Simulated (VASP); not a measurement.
# Ba2Cd2Ga3 (P1) in VASP: single point with PBE

Aim: the single point of Ba2Cd2Ga3 with PBE.

All numbers are computed with VASP 6.6.1; they aren't measurements. Logs are shortened: lines on timing, memory, paths and dates and some standing lists are left out, and cuts for length are marked.

### Step 1. The cell of the first run

The typed cell holds 14 atoms: a = 4.634 Å, b = 8.984 Å, c = 10.619 Å, α = 98.35°, β = 77.40°, γ = 104.95°.

### Step 2. Single point, PBE

The input, INCAR:

```
PREC     = Accurate       # precision mode
ENCUT    = 400            # plane-wave cutoff, eV
EDIFF    = 1E-6           # SCF threshold, eV
ISMEAR   = -1             # smearing method
SIGMA    = 0.05           # smearing width, eV
LREAL    = F              # projectors in reciprocal space
LASPH    = T              # aspherical terms in the spheres
NELM     = 120            # most SCF steps
ALGO     = Normal         # electronic algorithm
ISIF     = 2              # what is computed and relaxed
LWAVE    = F              # write WAVECAR
LCHARG   = T              # write CHGCAR
GGA      = PE             # functional
LELF     = T              # ELF
LVHAR    = T            
NBANDS   = 96             # bands
GGA_COMPAT= F
```

The input, KPOINTS:

```
Automatic mesh
0
Gamma
  3 2 2
```

The input, POSCAR:

```
Ba2Cd2Ga3
1.0
    0.0000000000      4.6340440000      0.0000000000
    8.6805460000     -2.3170220000      0.0000000000
   -0.9772050000      2.3170220000    -10.3171500000
Ba Cd Ga
4 4 6
Direct
    0.2702121563      0.8657843908      0.3436538191
    0.7676881519      0.1396601185      0.6654653659
    0.3828732662      0.7326672780      0.9496421008
    0.5729485077      0.2502753991      0.0500694475
    0.0497241382      0.7712121466      0.6902712474
    0.9424758900      0.2242858395      0.3155228915
    0.4390330819      0.4783846359      0.6446516722
    0.5593614306      0.5096998423      0.3376568141
    0.0500710221      0.0274496940      0.8826943487
    0.9406605535      0.9599608870      0.1238426310
    0.1533123828      0.5159772400      0.1877294602
    0.8533020138      0.5025988944      0.8035640657
    0.3874331865      0.2449390761      0.4576019540
    0.6165127646      0.7619149900      0.5455949560
```

Potentials or basis: VASP PAW PBE potentials, release 64 (Ba_sv, Cd, Ga_d).

Started as:

```bash
$ cat potpaw_PBE.64/Ba_sv/POTCAR potpaw_PBE.64/Cd/POTCAR potpaw_PBE.64/Ga_d/POTCAR > POTCAR
$ mpirun -np 1 vasp_std > vasp.out
```

OUTCAR:

```text
PREC = Accurate
   ENCUT = 400
   EDIFF = 1E-6
   ISMEAR = -1
   LREAL = F
   LASPH = T
   NELM = 120
   ISIF = 2
   GGA = PE

 ion  position               nearest neighbor table
   1  0.270  0.866  0.344-  14 3.30  11 3.30  14 3.31  10 3.36  13 3.39  10 3.45   5 3.76   8 3.76
                             6 3.86   8 3.96   6 3.97   3 4.14   2 4.49   2 4.60   4 4.73
   2  0.768  0.140  0.665-  13 3.23   9 3.27  12 3.34  14 3.40  13 3.47   9 3.60   7 3.74   6 3.77
                             7 3.79   5 3.92   4 4.02   5 4.04   1 4.49   1 4.60
   3  0.383  0.733  0.950-  11 3.24  12 3.29  10 3.35  12 3.37   9 3.53   5 3.54  10 3.54   9 3.61
                             5 3.64   7 3.68   1 4.14   4 4.52
   4  0.573  0.250  0.050-   9 3.37   9 3.40  10 3.41  11 3.43  12 3.52  11 3.53   8 3.56   6 3.58
                             6 3.67  10 3.71   2 4.02   3 4.52   1 4.73
   5  0.050  0.771  0.690-  12 2.71  14 2.75  14 2.76   9 2.85   7 3.40   7 3.48   3 3.54   3 3.64
                             1 3.76   2 3.92   2 4.04
   6  0.942  0.224  0.316-  13 2.72  13 2.76  10 2.89  11 2.97   8 3.34   8 3.43   4 3.58   4 3.67
                             2 3.77   1 3.86   1 3.97
   7  0.439  0.478  0.645-  13 2.67  14 2.76  12 2.77  12 2.91   8 3.23   5 3.40   5 3.48   3 3.68
                             2 3.74   2 3.79
   8  0.559  0.510  0.338-  13 2.72  11 2.73  11 2.85  14 2.93   7 3.23   6 3.34   6 3.43   4 3.56
                             1 3.76   1 3.96
   9  0.050  0.027  0.883-  10 2.63   5 2.85   2 3.27   4 3.37   4 3.40   3 3.53   2 3.60   3 3.61

  10  0.941  0.960  0.124-   9 2.63   6 2.89   3 3.35   1 3.36   4 3.41   1 3.45   3 3.54   4 3.71

  11  0.153  0.516  0.188-   8 2.73   8 2.85   6 2.97   3 3.24   1 3.30   4 3.43   4 3.53
  12  0.853  0.503  0.804-   5 2.71   7 2.77   7 2.91   3 3.29   2 3.34   3 3.37   4 3.52
  13  0.387  0.245  0.458-   7 2.67   8 2.72   6 2.72   6 2.76   2 3.23   1 3.39   2 3.47
  14  0.617  0.762  0.546-   5 2.75   7 2.76   5 2.76   8 2.93   1 3.30   1 3.31   2 3.40

  LATTYP: Found a base centered monoclinic cell.
 ALAT       =    17.3610920000
 B/A-ratio  =     0.2669212282
 C/A-ratio  =     0.7416442594
 COS(beta)  =    -0.5982827001

  Lattice vectors:

 A1 = (  -8.6805460000,  -2.3170220000,   0.0000000000)
 A2 = (  -8.6805460000,   2.3170220000,   0.0000000000)
 A3 = (   7.7033410000,   0.0000000000, -10.3171500000)

Analysis of symmetry for initial positions (statically):
=====================================================================
 Subroutine PRICEL returns:
 Original cell was already a primitive cell.

 Routine SETGRP: Setting up the symmetry group for a
 base centered monoclinic supercell.

[... 164 lines left out ...]
   IALGO  =     38    algorithm
   IMIX   =      4    mixing-type and parameters
     AMIX     =   0.40;   BMIX     =  1.00
     AMIX_MAG =   1.60;   BMIX_MAG =  1.00
  volume/ion in A,a.u.               =      29.64       200.05
  Fermi-wavevector in a.u.,A,eV,Ry     =   1.206207  2.279401 19.795600  1.454936
  Thomas-Fermi vector in A             =   2.341881
   LORBIT       =      0    0 simple, 1 ext, 2 COOP (PROOUT), +10 PAW based schemes
   GGA     = PE    functional components
   LHFCALC =     F    Hartree Fock is set to
   AEXX    =    0.0000 exact exchange contribution
   IVDW    =     0    specifies the selected vdW correction
   LEPSILON=     F    determine dielectric tensor
   LRPA    =     F    only Hartree local field effects (RPA)
 non-spin polarized calculation
  energy-cutoff  :      400.00
  volume of cell :      415.02
 maximum number of plane-waves:      7572
 NGX is ok and might be reduce to    30
   NGX = 15   NGY = 29   NGZ = 35

 number of electron     166.0000013 magnetization

 Free energy of the ion-electron system (eV)
  ---------------------------------------------------
  ext. energy  EPLUGINS =         0.00000000
  ---------------------------------------------------
  free energy    TOTEN  =       -30.25533774 eV

  energy without entropy =      -30.13959758  energy(sigma->0) =      -30.19746766

 E-fermi :   2.6858     XC(G=0):  -9.3651

 val. band max:        2.6813207103   @ k =   0.3333   0.5000   0.0000
 cond. band min:       2.7026950127   @ k =   0.0000   0.0000   0.0000
 fundamental gap:      0.0213743024
 Fermi energy:         2.6858286577

 k-point     1 :       0.0000    0.0000    0.0000
  band No.  band energies     occupation
      1     -25.1816      2.00000
      2     -25.1476      2.00000
      3     -25.1139      2.00000
      4     -25.0287      2.00000
      5     -12.1222      2.00000
      6     -12.1090      2.00000
[... 773 lines left out ...]
     94       5.7204      0.00000
     95       5.9278      0.00000
 [bands above 95 left out]

------------------------ aborting loop because EDIFF is reached ----------------------------------------

  FORCE on cell =-STRESS in cart. coord.  units (eV):
  Direction    XX          YY          ZZ          XY          YZ          ZX
  --------------------------------------------------------------------------------------
  -------------------------------------------------------------------------------------
  Total        6.0786843      4.2999212      6.0301642      0.1043465     -0.2442626     -0.2280454
  in kB       23.4667655     16.5998491     23.2794533      0.4028298     -0.9429759     -0.8803696
  external PRESSURE =      21.1153560 kB  Pullay stress =       0.0000000 kB

 VOLUME and BASIS-vectors are now :
 -----------------------------------------------------------------------------
  energy-cutoff  :      400.00
  volume of cell :      415.02
      direct lattice vectors                 reciprocal lattice vectors
     0.000000000  4.634044000  0.000000000     0.057600063  0.215794239  0.043007316
     8.680546000 -2.317022000  0.000000000     0.115200127  0.000000000 -0.010911360
    -0.977205000  2.317022000-10.317150000     0.000000000  0.000000000 -0.096925992

 POSITION                                       TOTAL-FORCE (eV/Angst)
 -----------------------------------------------------------------------------------
      7.17966      0.04239     -3.54553         0.250018      0.036546      0.138252
      0.56203      4.77580     -6.86571        -0.219367     -0.415717     -0.085885
      5.43196      2.27699     -9.79760         0.009719      0.232912     -0.063576
      2.12360      2.19119     -0.51657         0.353890      0.233506      0.188816
      6.02001      0.04288     -7.12163         0.352580     -0.067366      0.020116
      1.63859      4.57887     -3.25530        -0.032071      0.035783      0.233894
      3.52268      2.41974     -6.65097        -0.006156     -0.156705     -0.162290
      4.09451      2.19348     -3.48366         0.490017      0.243323     -0.261524
     -0.62429      2.21365     -9.10689        -0.426149      0.224197     -0.145084
      8.21196      2.42176     -1.27770         0.317691     -0.272783      0.114121
      4.29551     -0.05010     -1.93683        -0.708523     -0.276834     -0.267726
      3.57759      4.65158     -8.29049         0.001576      0.063512      0.141095
      1.67903      2.28813     -4.72115        -0.063239      0.152079      0.280968
      6.08068      2.35573     -5.62899        -0.319987     -0.032453     -0.131177
 -----------------------------------------------------------------------------------
    total drift:                               -0.003971     -0.001410     -0.000934

  FREE ENERGIE OF THE ION-ELECTRON SYSTEM (eV)
  ---------------------------------------------------
  free  energy   TOTEN  =       -30.2553377416 eV

  energy  without entropy=      -30.1395975787  energy(sigma->0) =      -30.19746766
```

stdout:

```text
POSCAR found type information on POSCAR BaCdGa
 POSCAR found :  3 types and      14 ions
 scaLAPACK will be used
 LDA part: xc-table for (Slater+PW92), standard interpolation
 -----------------------------------------------------------------------------
|                                                                             |
|           W    W    AA    RRRRR   N    N  II  N    N   GGGG   !!!           |
|           W    W   A  A   R    R  NN   N  II  NN   N  G    G  !!!           |
|           W    W  A    A  R    R  N N  N  II  N N  N  G       !!!           |
|           W WW W  AAAAAA  RRRRR   N  N N  II  N  N N  G  GGG   !            |
|           WW  WW  A    A  R   R   N   NN  II  N   NN  G    G                |
|           W    W  A    A  R    R  N    N  II  N    N   GGGG   !!!           |
|                                                                             |
|     Your reciprocal lattice and k-lattice belong to different lattice       |
|     classes:                                                                |
|                                                                             |
|        The reciprocal lattice is base-centered monoclinic,                  |
|        whereas your k-lattice is triclinic.                                 |
|                                                                             |
|     Results are often still useful ...                                      |
|                                                                             |
 -----------------------------------------------------------------------------

 POSCAR, INCAR and KPOINTS ok, starting setup
 FFT: planning ... GRIDC
 FFT: planning ... GRID_SOFT
 FFT: planning ... GRID
 WAVECAR not read
 entering main loop
```

It took 9.6 min on 1 thread of Intel Xeon 8259CL, shared host; peak memory 0.45 GiB.

Results:

- Free energy: -30.2553 eV
- Pressure: 2.1 GPa
- Largest force: 0.806 eV/Å
- Band gap on the k mesh: zero (bands 83 and 84 overlap by 0.50 eV)

Forces in eV/Å, atoms in the order of the input:
```
Ba   0.250  0.037  0.138
Ba  -0.219 -0.416 -0.086
Ba   0.010  0.233 -0.064
Ba   0.354  0.234  0.189
Cd   0.353 -0.067  0.020
Cd  -0.032  0.036  0.234
Cd  -0.006 -0.157 -0.162
Cd   0.490  0.243 -0.262
Ga  -0.426  0.224 -0.145
Ga   0.318 -0.273  0.114
Ga  -0.709 -0.277 -0.268
Ga   0.002  0.064  0.141
Ga  -0.063  0.152  0.281
Ga  -0.320 -0.032 -0.131
```

Caveat: the k points lie up to 0.48 Å⁻¹ apart, too coarse for converged energies and pressures of a metal; spin-orbit coupling is left out, which moves the levels of the heavy elements.
